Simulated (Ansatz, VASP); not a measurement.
# AlRu in VASP and in Ansatz

```
Al Ru
1.0
     2.95376    0.00000    0.00000
     0.00000    2.95376    0.00000
     0.00000    0.00000    2.95376
Al Ru
1 1
Direct
  0.00000 0.00000 0.00000
  0.50000 0.50000 0.50000
```

Alike in both runs: task single point; functional LDA; k mesh 12 × 12 × 12; occupations gaussian, width 0.15 eV; no spin polarisation.

```csv
,VASP,Ansatz
version,VASP 6.6.1,Ansatz 0.2.0
potentials or method,"VASP PAW LDA potentials, release 64 (Al, Ru_pv), cutoff 520 eV","scalar-relativistic, plane waves, PAW"
valence electrons in the cell,17,19
```

```tsv
	VASP	Ansatz	Ansatz less VASP
gap on the k mesh at the Fermi level (eV)	none	none	-
pressure (GPa)	0.5	-0.1	-0.60
```

LDA's correlation is that of Perdew and Zunger in VASP and of Perdew and Wang (1992) in Ansatz. A gap of «none» marks a metal or a gap that the smearing closes. VASP's potentials hold 17 valence electrons a cell and Ansatz's 19, so a difference there can come from the potentials and not from the codes.
